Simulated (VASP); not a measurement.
# ZnCu (R3m) in VASP: notebook

The runs below take ZnCu through single point, with PBE.

Everything below comes from runs of VASP 6.6.1. Logs are shortened: lines on timing, memory, paths and dates and some standing lists are left out, and cuts for length are marked.

## 1. The cell of the first run

It takes space group R3m (No. 160, trigonal). Conventional cell: a = 4.165 Å, b = 4.165 Å, c = 5.101 Å, α = 90.00°, β = 90.00°, γ = 120.00°. Within 3.3 Å of Zn (site symmetry 3m) lie 8 Cu at 2.46 to 2.64 Å and 6 Zn at 2.94 to 2.95 Å. Within 3.3 Å of Cu (site symmetry 3m) lie 8 Zn at 2.46 to 2.64 Å and 6 Cu at 2.94 Å.

## 2. Single point, PBE

File INCAR:

```
  ALGO = Fast
  EDIFF = 1E-7
  ENCUT = 520
  GGA = PE
  ISIF = 2
  ISMEAR = 0
  LASPH = T
  LCHARG = F
  LREAL = F
  LWAVE = F
  NBANDS = 18
  NELM = 100
  PREC = Accurate
  SIGMA = 0.15
```

File KPOINTS:

```
k-points
0
Gamma
  16 16 16
```

File POSCAR:

```
ZnCu
1.0
    2.9450000000      0.0000000000      0.0000000000
    0.0000000000      2.9450000000      0.0000000000
    0.0000000000      0.0000000000      2.9450000000
Zn Cu
1 1
Direct
    0.4828461295      0.4828461295      0.4828461295
    0.0000000000      0.0000000000      0.0000000000
```

Potentials or basis: VASP PAW PBE potentials, release 64 (Zn, Cu).

The run is started by

```bash
$ cat potpaw_PBE.64/Zn/POTCAR potpaw_PBE.64/Cu/POTCAR > POTCAR
$ mpirun -np 1 vasp_std > vasp.out
```

OUTCAR:

```text
EDIFF = 1E-7
   ENCUT = 520
   GGA = PE
   ISIF = 2
   ISMEAR = 0
   LASPH = T
   LREAL = F
   NELM = 100
   PREC = Accurate

 ion  position               nearest neighbor table
   1  0.483  0.483  0.483-   2 2.46   2 2.52   2 2.52   2 2.52   2 2.58   2 2.58   2 2.58   2 2.64

   2  0.000  0.000  0.000-   1 2.46   1 2.52   1 2.52   1 2.52   1 2.58   1 2.58   1 2.58   1 2.64

  LATTYP: Found a simple cubic cell.
 ALAT       =     2.9450000000

  Lattice vectors:

 A1 = (   2.9450000000,   0.0000000000,   0.0000000000)
 A2 = (   0.0000000000,   2.9450000000,   0.0000000000)
 A3 = (   0.0000000000,   0.0000000000,   2.9450000000)

Analysis of symmetry for initial positions (statically):
=====================================================================
 Subroutine PRICEL returns:
 Original cell was already a primitive cell.

 Routine SETGRP: Setting up the symmetry group for a
 simple cubic supercell.

 Subroutine GETGRP returns: Found  6 space group operations
 (whereof  6 operations were pure point group operations)
 out of a pool of 48 trial point group operations.

The static configuration has the point symmetry C_3v.

Analysis of symmetry for dynamics (positions and initial velocities):
=====================================================================
 Subroutine PRICEL returns:
 Original cell was already a primitive cell.

 Routine SETGRP: Setting up the symmetry group for a
 simple cubic supercell.

 Subroutine GETGRP returns: Found  6 space group operations
 (whereof  6 operations were pure point group operations)
 out of a pool of 48 trial point group operations.

The dynamic configuration has the point symmetry C_3v.

 Subroutine INISYM returns: Found  6 space group operations
 (whereof  6 operations are pure point group operations),
 and found     1 'primitive' translations

----------------------------------------------------------------------------------------

                                     Primitive cell

  volume of cell :      25.5421

  direct lattice vectors                    reciprocal lattice vectors
     2.945000000  0.000000000  0.000000000     0.339558574  0.000000000  0.000000000
     0.000000000  2.945000000  0.000000000     0.000000000  0.339558574  0.000000000
     0.000000000  0.000000000  2.945000000     0.000000000  0.000000000  0.339558574

  length of vectors
     2.945000000  2.945000000  2.945000000     0.339558574  0.339558574  0.339558574

  position of ions in fractional coordinates (direct lattice)
     0.482846129  0.482846129  0.482846129
     0.000000000  0.000000000  0.000000000

  ion indices of the primitive-cell ions
   primitive index   ion index
                 1           1
                 2           2

----------------------------------------------------------------------------------------

 KPOINTS: k-points

Automatic generation of k-mesh.
 Grid dimensions read from file:
 generate k-points for:   16   16   16

 Generating k-lattice:

  Cartesian coordinates                     Fractional coordinates (reciprocal lattice)
     0.021222411  0.000000000  0.000000000     0.062500000  0.000000000  0.000000000
     0.000000000  0.021222411  0.000000000     0.000000000  0.062500000  0.000000000
     0.000000000  0.000000000  0.021222411     0.000000000  0.000000000  0.062500000

  Length of vectors
     0.021222411  0.021222411  0.021222411

  Shift w.r.t. Gamma in fractional coordinates (k-lattice)
     0.000000000  0.000000000  0.000000000

 Subroutine IBZKPT returns following result:
 ===========================================

 Found    417 irreducible k-points:

 Following reciprocal coordinates:
            Coordinates               Weight
  0.000000  0.000000  0.000000      1.000000
  0.062500  0.000000  0.000000      6.000000
  0.125000  0.000000  0.000000      6.000000
  0.187500  0.000000  0.000000      6.000000
  0.250000  0.000000  0.000000      6.000000
  0.312500  0.000000  0.000000      6.000000
[... 16 lines left out ...]
 -0.062500  0.437500  0.000000     12.000000
  0.500000  0.062500  0.000000     12.000000
 [... further k-points ...]
   k-points           NKPTS =    417   k-points in BZ     NKDIM =    417   number of bands    NBANDS=     18
   number of dos      NEDOS =    301   number of ions     NIONS =      2
   total plane-waves  NPLWV =  13824
   dimension x,y,z NGX =    24 NGY =   24 NGZ =   24
   dimension x,y,z NGXF=    48 NGYF=   48 NGZF=   48
   ions per type =               1   1
   NGX,Y,Z   is equivalent  to a cutoff of  13.55, 13.55, 13.55 a.u.
   NGXF,Y,Z  is equivalent  to a cutoff of  27.10, 27.10, 27.10 a.u.
 SYSTEM =  unknown system
   PREC   = accura    normal or accurate (medium, high low for compatibility)
   ISTART =      0    job   : 0-new  1-cont  2-samecut
   ICHARG =      2    charge: 1-file 2-atom 10-const
   ISPIN  =      1    spin polarized calculation?
   LNONCOLLINEAR =      F non collinear calculations
   LSORBIT =      F    spin-orbit coupling
   LASPH  =      T    aspherical Exc in radial PAW
   ENCUT  =  520.0 eV  38.22 Ry    6.18 a.u.   5.48  5.48  5.48*2*pi/ulx,y,z
   NELM   =    100;   NELMIN=  2; NELMDL= -5     # of ELM steps
   EDIFF  = 0.1E-06   stopping-criterion for ELM
   LREAL  =      F    real-space projection
   EDIFFG = 0.1E-05   stopping-criterion for IOM
   NSW    =      0    number of steps for IOM
   IBRION =     -1    ionic relax: 0-MD 1-quasi-New 2-CG
   NFREE  =      0    steps in history (QN), initial steepest desc. (CG)
   ISIF   =      2    stress and relaxation
   ISYM   =      2    0-nonsym 1-usesym 2-fastsym
   POTIM  = 0.5000    time-step for ionic-motion
   TEBEG  =    0.0;   TEEND  =   0.0 temperature during run
   PSTRESS=    0.0 pullay stress
   NELECT =      23.0000    total number of electrons
   NUPDOWN=      -1.0000    fix difference up-down
   EMIN   =  10.00;   EMAX   =-10.00  energy-range for DOS
   EFERMI =   0.00;   METHOD = LEGACY
   ISMEAR =     0;   SIGMA  =   0.15  broadening in eV -4-tet -1-fermi 0-gaus
   EFERMI_NEDOS =   21; number of points for ismear=-14 and -15
   IALGO  =     68    algorithm
   IMIX   =      4    mixing-type and parameters
     AMIX     =   0.40;   BMIX     =  1.00
     AMIX_MAG =   1.60;   BMIX_MAG =  1.00
  volume/ion in A,a.u.               =      12.77        86.18
  Fermi-wavevector in a.u.,A,eV,Ry     =   1.580880  2.987429 34.003415  2.499180
  Thomas-Fermi vector in A             =   2.681040
   LORBIT       =      0    0 simple, 1 ext, 2 COOP (PROOUT), +10 PAW based schemes
   GGA     = PE    functional components
   LHFCALC =     F    Hartree Fock is set to
   AEXX    =    0.0000 exact exchange contribution
   IVDW    =     0    specifies the selected vdW correction
   LEPSILON=     F    determine dielectric tensor
   LRPA    =     F    only Hartree local field effects (RPA)
 non-spin polarized calculation
 RMM-DIIS sequential band-by-band and
 Gauss-broadening in eV      SIGMA  =   0.15
  energy-cutoff  :      520.00
  volume of cell :       25.54
 maximum number of plane-waves:       715
 NGX is ok and might be reduce to    24
   NGX = 11   NGY = 11   NGZ = 11

 number of electron      23.0000006 magnetization

 Free energy of the ion-electron system (eV)
  ---------------------------------------------------
  ext. energy  EPLUGINS =         0.00000000
  ---------------------------------------------------
  free energy    TOTEN  =        -4.99085670 eV

  energy without entropy =       -4.98415583  energy(sigma->0) =       -4.98750627

 E-fermi :   5.5356     XC(G=0): -12.3998

 val. band max:        5.5349684475   @ k =  -0.3125   0.4375   0.4375
 cond. band min:       5.5420076008   @ k =   0.5000   0.4375   0.2500
 fundamental gap:      0.0070391532
 Fermi energy:         5.5355601831

 k-point     1 :       0.0000    0.0000    0.0000
  band No.  band energies     occupation
      1      -4.7971      2.00000
      2      -2.3119      2.00000
      3      -2.3119      2.00000
      4      -1.6225      2.00000
      5      -1.6132      2.00000
      6      -1.6132      2.00000
[... 10 lines left out ...]
     17      17.7887      0.00000
     18      28.9964      0.00000

 k-point     2 :       0.0625    0.0000    0.0000
  band No.  band energies     occupation
      1      -4.7263      2.00000
      2      -2.3039      2.00000
      3      -2.2966      2.00000
      4      -1.6271      2.00000
      5      -1.6196      2.00000
      6      -1.6119      2.00000
[... 10 lines left out ...]
     17      18.2511      0.00000
     18      28.1242      0.00000

 k-point     3 :       0.1250    0.0000    0.0000
  band No.  band energies     occupation
      1      -4.5156      2.00000
      2      -2.2807      2.00000
      3      -2.2517      2.00000
      4      -1.6441      2.00000
      5      -1.6378      2.00000
      6      -1.6043      2.00000
[... 10 lines left out ...]
     17      19.9002      0.00000
     18      26.7572      0.00000

 k-point     4 :       0.1875    0.0000    0.0000
  band No.  band energies     occupation
      1      -4.1714      2.00000
      2      -2.2457      2.00000
      3      -2.1791      2.00000
      4      -1.6704      2.00000
      5      -1.6651      2.00000
      6      -1.5917      2.00000
[... 375 lines left out ...]
      4      -1.7794      2.00000
      5      -1.5532      2.00000
      6      -0.9655      2.00000
[... 10 lines left out ...]
     17      19.2357      0.00000
     18      20.3390      0.00000

 k-point    23 :      -0.0625    0.4375    0.0000
  band No.  band energies     occupation
      1      -2.3734      2.00000
      2      -2.0895      2.00000
      3      -1.8362      2.00000
      4      -1.7797      2.00000
      5      -1.5530      2.00000
      6      -0.9652      2.00000
[... 10 lines left out ...]
     17      19.2351      0.00000
     18      20.3028      0.00000

 k-point    24 :       0.5000    0.0625    0.0000
  band No.  band energies     occupation
      1      -2.3036      2.00000
      2      -2.0802      2.00000
      3      -1.8405      2.00000
      4      -1.7859      2.00000
      5      -1.5505      2.00000
      6      -0.4661      2.00000
[... 10 lines left out ...]
     17      19.4081      0.00000
     18      20.3895      0.00000

 [... further k-points ...]
[... 5 lines left out ...]
  --------------------------------------------------------------------------------------
  -------------------------------------------------------------------------------------
  Total        0.5402007      0.5402007      0.5402007      0.0484463      0.0484463      0.0484463
  in kB       33.8851819     33.8851819     33.8851819      3.0388939      3.0388939      3.0388939
  external PRESSURE =      33.8851819 kB  Pullay stress =       0.0000000 kB

 VOLUME and BASIS-vectors are now :
 -----------------------------------------------------------------------------
  energy-cutoff  :      520.00
  volume of cell :       25.54
      direct lattice vectors                 reciprocal lattice vectors
     2.945000000  0.000000000  0.000000000     0.339558574  0.000000000  0.000000000
     0.000000000  2.945000000  0.000000000     0.000000000  0.339558574  0.000000000
     0.000000000  0.000000000  2.945000000     0.000000000  0.000000000  0.339558574

 POSITION                                       TOTAL-FORCE (eV/Angst)
 -----------------------------------------------------------------------------------
      1.42198      1.42198      1.42198         0.251218      0.251218      0.251218
      0.00000      0.00000      0.00000        -0.251218     -0.251218     -0.251218
 -----------------------------------------------------------------------------------
    total drift:                               -0.000039     -0.000039     -0.000005

  FREE ENERGIE OF THE ION-ELECTRON SYSTEM (eV)
  ---------------------------------------------------
  free  energy   TOTEN  =        -4.9908566985 eV

  energy  without entropy=       -4.9841558346  energy(sigma->0) =       -4.98750627
```

Run time: 71 s. Hardware: 1 thread of Intel Xeon 6975P-C (Granite Rapids), shared host; peak memory 0.31 GiB.

Results:

```yaml
Free_energy: -4.9909 eV
Pressure: 3.4 GPa
Largest_force: 0.435 eV/Å
Band_gap_on_the_k_mesh: zero (an odd number of electrons rules out a gap without spin polarisation)
```

Forces in eV/Å, atoms in the order of the input:
```
Zn   0.251  0.251  0.251
Cu  -0.251 -0.251 -0.251
```

Caveat: the cell differs from its parent crystal (all Zn atoms moved +0.087 Å, as atom 1 towards its neighbour atom 2 (Cu) at 2.550 Å); the cell stands under pressure.

## 3. Single point, PBE

File INCAR:

```
PREC = Accurate
ENCUT = 520
EDIFF = 1E-6
ISMEAR = 0
SIGMA = 0.15
LREAL = False
LASPH = True
NELM = 80
ALGO = Fast
ISIF = 2
LWAVE = False
LCHARG = False
GGA = PE
NBANDS = 18
```

File KPOINTS:

```
Automatic mesh
0
Gamma
  16 16 16
```

Changes to POSCAR since step 2:

```diff
@@ -8,3 +8,3 @@
 Direct
-    0.4828461295      0.4828461295      0.4828461295
+    0.4877472354      0.4877472354      0.4877472354
     0.0000000000      0.0000000000      0.0000000000
```

Potentials or basis: VASP PAW PBE potentials, release 64 (Zn, Cu).

The run is started by

```bash
$ cat potpaw_PBE.64/Zn/POTCAR potpaw_PBE.64/Cu/POTCAR > POTCAR
$ mpirun -np 1 vasp_std > vasp.out
```

It took 58 s on 1 thread of Intel Xeon 6975P-C (Granite Rapids), shared host; peak memory 0.3 GiB.

The run converged. Its results:

| Item | Value |
| --- | --- |
| Free energy | -5.0001 eV |
| Pressure | 3.5 GPa |
| Largest force | 0.308 eV/Å |
| Band gap on the k mesh | zero (an odd number of electrons rules out a gap without spin polarisation) |

Forces on the atoms (eV/Å):
```
Zn   0.178  0.178  0.178
Cu  -0.178 -0.178 -0.178
```

Stress tensor (GPa, compression positive):
```
3.52 0.15 0.15
0.15 3.52 0.15
0.15 0.15 3.52
```

Levels at points of the mesh, in eV from the Fermi level:
```
           k point  band 10  band 11  band 12  band 13  band 14  band 15
(0.00, 0.00, 0.00)    -2.74    -2.74     6.24     6.24     6.24    11.25
(0.50, 0.00, 0.00)    -3.28    -2.81    -2.01    11.68    11.68    12.36
(0.50, 0.50, 0.00)    -2.50    -1.88    -1.88     1.76     2.11    13.95
(0.50, 0.50, 0.50)    -2.48     3.85     4.17     4.27     4.27     4.59
```

Caveat: the cell differs from its parent crystal (all Zn atoms moved +0.062 Å, as atom 1 towards its neighbour atom 2 (Cu) at 2.550 Å); the cell stands under pressure.
